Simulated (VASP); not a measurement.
# MoS in VASP: further runs

Runs on MoS. Level: PBEsol. Tasks: single point.

All numbers are computed with VASP 6.6.1; they aren't measurements. Logs are shortened: lines on timing, memory, paths and dates and some standing lists are left out, and cuts for length are marked.

## 1. The cell of the first run

The cell holds a slab with vacuum, 4 atoms: a = 3.143 Å, b = 3.143 Å, c = 21.283 Å, α = 90.00°, β = 90.00°, γ = 120.00°.

## 2. Single point, PBEsol

File INCAR:

```
PREC = Accurate
ENCUT = 520
EDIFF = 1E-7
ISMEAR = 0
SIGMA = 0.05
LREAL = F
LASPH = T
NELM = 100
ALGO = Normal
ISIF = 2
LWAVE = F
LCHARG = F
LDIPOL = T
IDIPOL = 3
DIPOL = 0.5 0.5 0.500
GGA = PS
NBANDS = 28
```

File KPOINTS:

```
Automatic mesh
0
Gamma
  4 4 1
```

File POSCAR:

```
MoS
1.0
    3.1431208273      0.0000000000      0.0000000000
   -1.5715604137      2.7220224836      0.0000000000
    0.0000000000      0.0000000000     21.2832906737
Mo S
2 2
Direct
    0.6666666667      0.3333333333      0.3523891167
    0.3333333333      0.6666666667      0.6476108833
    0.3333333333      0.6666666667      0.4255867827
    0.0000000000      0.0000000000      0.5743881339
```

Potentials or basis: VASP PAW PBE potentials, release 64 (Mo_sv, S).

The run is started by

```sh
> cat potpaw_PBE.64/Mo_sv/POTCAR potpaw_PBE.64/S/POTCAR > POTCAR
> mpirun -np 1 vasp_std > vasp.out
```

OUTCAR:

```text
PREC = Accurate
   ENCUT = 520
   EDIFF = 1E-7
   ISMEAR = 0
   LREAL = F
   LASPH = T
   NELM = 100
   ISIF = 2
   GGA = PS

 ion  position               nearest neighbor table
   1  0.667  0.333  0.352-   3 2.39   3 2.39   3 2.39
   2  0.333  0.667  0.648-   4 2.39   4 2.39   4 2.39
   3  0.333  0.667  0.426-   1 2.39   1 2.39   1 2.39
   4  0.000  0.000  0.574-   2 2.39   2 2.39   2 2.39

  LATTYP: Found a hexagonal cell.
 ALAT       =     3.1431208273
 C/A-ratio  =     6.7713880067

  Lattice vectors:

 A1 = (   3.1431208273,   0.0000000000,   0.0000000000)
 A2 = (  -1.5715604137,   2.7220224836,   0.0000000000)
 A3 = (   0.0000000000,   0.0000000000,  21.2832906737)

Analysis of symmetry for initial positions (statically):
=====================================================================
 Subroutine PRICEL returns:
 Original cell was already a primitive cell.

 Routine SETGRP: Setting up the symmetry group for a
 hexagonal supercell.

 Subroutine GETGRP returns: Found  6 space group operations
 (whereof  6 operations were pure point group operations)
 out of a pool of 24 trial point group operations.

The static configuration has the point symmetry C_3v.

Analysis of symmetry for dynamics (positions and initial velocities):
=====================================================================
 Subroutine PRICEL returns:
 Original cell was already a primitive cell.

 Routine SETGRP: Setting up the symmetry group for a
 hexagonal supercell.

 Subroutine GETGRP returns: Found  6 space group operations
 (whereof  6 operations were pure point group operations)
 out of a pool of 24 trial point group operations.

The dynamic configuration has the point symmetry C_3v.

 Subroutine INISYM returns: Found  6 space group operations
 (whereof  6 operations are pure point group operations),
 and found     1 'primitive' translations

----------------------------------------------------------------------------------------

                                     Primitive cell

  volume of cell :     182.0923

  direct lattice vectors                    reciprocal lattice vectors
     3.143120827  0.000000000  0.000000000     0.318155125  0.183686947  0.000000000
    -1.571560414  2.722022484  0.000000000     0.000000000  0.367373894  0.000000000
     0.000000000  0.000000000 21.283290674     0.000000000  0.000000000  0.046985216

  length of vectors
     3.143120827  3.143120827 21.283290674     0.367373894  0.367373894  0.046985216

  position of ions in fractional coordinates (direct lattice)
     0.666666667  0.333333333  0.352389117
     0.333333333  0.666666667  0.647610883
     0.333333333  0.666666667  0.425586783
     0.000000000  0.000000000  0.574388134

  ion indices of the primitive-cell ions
   primitive index   ion index
                 1           1
                 2           2
                 3           3
                 4           4

----------------------------------------------------------------------------------------

 KPOINTS: Automatic mesh

Automatic generation of k-mesh.
 Grid dimensions read from file:
 generate k-points for:    4    4    1

 Generating k-lattice:

  Cartesian coordinates                     Fractional coordinates (reciprocal lattice)
     0.079538781  0.045921737  0.000000000     0.250000000  0.000000000  0.000000000
     0.000000000  0.091843474  0.000000000     0.000000000  0.250000000  0.000000000
     0.000000000  0.000000000  0.046985216     0.000000000  0.000000000  1.000000000

  Length of vectors
     0.091843474  0.091843474  0.046985216

  Shift w.r.t. Gamma in fractional coordinates (k-lattice)
     0.000000000  0.000000000  0.000000000

 Subroutine IBZKPT returns following result:
 ===========================================

 Found      4 irreducible k-points:

 Following reciprocal coordinates:
            Coordinates               Weight
  0.000000  0.000000  0.000000      1.000000
  0.250000  0.000000  0.000000      6.000000
  0.500000  0.000000  0.000000      3.000000
  0.250000  0.250000  0.000000      6.000000
   k-points           NKPTS =      4   k-points in BZ     NKDIM =      4   number of bands    NBANDS=     28
   number of dos      NEDOS =    301   number of ions     NIONS =      4
   total plane-waves  NPLWV =  92160
   dimension x,y,z NGX =    24 NGY =   24 NGZ =  160
   dimension x,y,z NGXF=    48 NGYF=   48 NGZF=  320
   ions per type =               2   2
   NGX,Y,Z   is equivalent  to a cutoff of  12.69, 12.69, 12.50 a.u.
   NGXF,Y,Z  is equivalent  to a cutoff of  25.39, 25.39, 25.00 a.u.
 SYSTEM =  unknown system
   PREC   = accura    normal or accurate (medium, high low for compatibility)
   ISTART =      0    job   : 0-new  1-cont  2-samecut
   ICHARG =      2    charge: 1-file 2-atom 10-const
   ISPIN  =      1    spin polarized calculation?
   LNONCOLLINEAR =      F non collinear calculations
   LSORBIT =      F    spin-orbit coupling
   LASPH  =      T    aspherical Exc in radial PAW
   ENCUT  =  520.0 eV  38.22 Ry    6.18 a.u.   5.84  5.84 39.57*2*pi/ulx,y,z
   NELM   =    100;   NELMIN=  2; NELMDL= -5     # of ELM steps
   EDIFF  = 0.1E-06   stopping-criterion for ELM
   LREAL  =      F    real-space projection
   EDIFFG = 0.1E-05   stopping-criterion for IOM
   NSW    =      0    number of steps for IOM
   IBRION =     -1    ionic relax: 0-MD 1-quasi-New 2-CG
   NFREE  =      0    steps in history (QN), initial steepest desc. (CG)
   ISIF   =      2    stress and relaxation
   ISYM   =      2    0-nonsym 1-usesym 2-fastsym
   POTIM  = 0.5000    time-step for ionic-motion
   TEBEG  =    0.0;   TEEND  =   0.0 temperature during run
   PSTRESS=    0.0 pullay stress
   NELECT =      40.0000    total number of electrons
   NUPDOWN=      -1.0000    fix difference up-down
   EMIN   =  10.00;   EMAX   =-10.00  energy-range for DOS
   EFERMI =   0.00;   METHOD = LEGACY
   ISMEAR =     0;   SIGMA  =   0.05  broadening in eV -4-tet -1-fermi 0-gaus
   EFERMI_NEDOS =   21; number of points for ismear=-14 and -15
   IALGO  =     38    algorithm
   IMIX   =      4    mixing-type and parameters
     AMIX     =   0.40;   BMIX     =  1.00
     AMIX_MAG =   1.60;   BMIX_MAG =  1.00
  volume/ion in A,a.u.               =      45.52       307.20
  Fermi-wavevector in a.u.,A,eV,Ry     =   0.987789  1.866651 13.275581  0.975728
  Thomas-Fermi vector in A             =   2.119269
   LORBIT       =      0    0 simple, 1 ext, 2 COOP (PROOUT), +10 PAW based schemes
   GGA     = PS    functional components
   LHFCALC =     F    Hartree Fock is set to
   AEXX    =    0.0000 exact exchange contribution
   IVDW    =     0    specifies the selected vdW correction
   LEPSILON=     F    determine dielectric tensor
   LRPA    =     F    only Hartree local field effects (RPA)
 non-spin polarized calculation
 Gauss-broadening in eV      SIGMA  =   0.05
  energy-cutoff  :      520.00
  volume of cell :      182.09
 maximum number of plane-waves:      4928
 NGX is ok and might be reduce to    24
   NGX = 11   NGY = 11   NGZ = 79

 dipolmoment           0.000000      0.000000      0.000369 electrons x Angstroem

 number of electron      40.0000002 magnetization

 dipolmoment           0.000000      0.000000     -0.000928 electrons x Angstroem

 Free energy of the ion-electron system (eV)
  ---------------------------------------------------
  ext. energy  EPLUGINS =         0.00000000
  ---------------------------------------------------
  free energy    TOTEN  =       -31.17116989 eV

  energy without entropy =      -31.15730319  energy(sigma->0) =      -31.16423654

 E-fermi :   0.6819     XC(G=0):  -5.4841

 val. band max:        0.6768692737   @ k =   0.5000   0.0000   0.0000
 cond. band min:       0.7369938906   @ k =   0.0000   0.0000   0.0000
 fundamental gap:      0.0601246169
 Fermi energy:         0.6819097091

 k-point     1 :       0.0000    0.0000    0.0000
  band No.  band energies     occupation
      1     -60.4802      2.00000
      2     -60.4759      2.00000
      3     -34.6500      2.00000
      4     -34.6424      2.00000
      5     -34.3633      2.00000
      6     -34.3633      2.00000
[... 20 lines left out ...]
     27       3.4199      0.00000
     28       3.4199      0.00000

 k-point     2 :       0.2500    0.0000    0.0000
  band No.  band energies     occupation
      1     -60.4595      2.00000
      2     -60.4552      2.00000
      3     -34.6202      2.00000
      4     -34.6129      2.00000
      5     -34.5542      2.00000
      6     -34.5515      2.00000
[... 20 lines left out ...]
     27       3.7044      0.00000
     28       4.1891      0.00000

 k-point     3 :       0.5000    0.0000    0.0000
  band No.  band energies     occupation
      1     -60.4387      2.00000
      2     -60.4344      2.00000
      3     -34.7474      2.00000
      4     -34.7451      2.00000
      5     -34.5825      2.00000
      6     -34.5749      2.00000
[... 20 lines left out ...]
     27       5.8015      0.00000
     28       6.1547      0.00000

 k-point     4 :       0.2500    0.2500    0.0000
  band No.  band energies     occupation
      1     -60.4387      2.00000
      2     -60.4344      2.00000
      3     -34.6766      2.00000
      4     -34.6743      2.00000
      5     -34.5820      2.00000
      6     -34.5744      2.00000
[... 20 lines left out ...]
     27       5.7964      0.00000
     28       5.8376      0.00000

------------------------ aborting loop because EDIFF is reached ----------------------------------------

 vacuum level on the upper side and lower side of the slab       (xc-potential included)        -0.175        -0.164

  FORCE on cell =-STRESS in cart. coord.  units (eV):
  Direction    XX          YY          ZZ          XY          YZ          ZX
  --------------------------------------------------------------------------------------
  -------------------------------------------------------------------------------------
  Total       -8.8930243     -8.8930243     -4.6325612      0.0000000     -0.0000000     -0.0000000
  in kB      -78.2471454    -78.2471454    -40.7605647      0.0000000     -0.0000000     -0.0000000
  external PRESSURE =     -65.7516185 kB  Pullay stress =       0.0000000 kB

 VOLUME and BASIS-vectors are now :
 -----------------------------------------------------------------------------
  energy-cutoff  :      520.00
  volume of cell :      182.09
      direct lattice vectors                 reciprocal lattice vectors
     3.143120827  0.000000000  0.000000000     0.318155125  0.183686947  0.000000000
    -1.571560414  2.722022484  0.000000000     0.000000000  0.367373894  0.000000000
     0.000000000  0.000000000 21.283290674     0.000000000  0.000000000  0.046985216

 POSITION                                       TOTAL-FORCE (eV/Angst)
 -----------------------------------------------------------------------------------
      1.57156      0.90734      7.50000        -0.000000     -0.000000      1.374700
     -0.00000      1.81468     13.78329         0.000000      0.000000     -1.386140
     -0.00000      1.81468      9.05789        -0.000000      0.000000     -1.278859
      0.00000      0.00000     12.22487        -0.000000      0.000000      1.290299
 -----------------------------------------------------------------------------------
    total drift:                                0.000000      0.000000     -0.000334

  FREE ENERGIE OF THE ION-ELECTRON SYSTEM (eV)
  ---------------------------------------------------
  free  energy   TOTEN  =       -31.1711698880 eV

  energy  without entropy=      -31.1573031888  energy(sigma->0) =      -31.16423654

 vacuum level on the upper side and lower side of the slab         4.880         4.887
```

Wall time 66 s (1 thread of Intel Xeon Platinum 8488C (Sapphire Rapids), shared host); peak memory 0.27 GiB.

What came out:

* Free energy: -31.1712 eV
* Largest force: 1.386 eV/Å
* Band gap on the k mesh: zero (band 20 reaches 0.68 eV, above the bottom of band 21 at 0.67 eV)

Forces in eV/Å, atoms in the order of the input:
```
Mo   0.000  0.000  1.375
Mo   0.000  0.000 -1.386
S    0.000  0.000 -1.279
S    0.000  0.000  1.290
```

Levels at points of the mesh, in eV from the Fermi level:
| k point | band 18 | band 19 | band 20 | band 21 | band 22 | band 23 |
| --- | --- | --- | --- | --- | --- | --- |
| (0.00, 0.00, 0.00) | -0.71 | -0.66 | -0.01 | -0.01 | -0.01 | -0.01 |
| (0.50, 0.00, 0.00) | -1.67 | -0.06 | -0.01 | 1.16 | 1.26 | 1.98 |

Caveat: the k points lie up to 0.58 Å⁻¹ apart; the PAW data sets were made with another functional, which shifts forces and pressure a little.

(Part 1 of 2 ends here.)
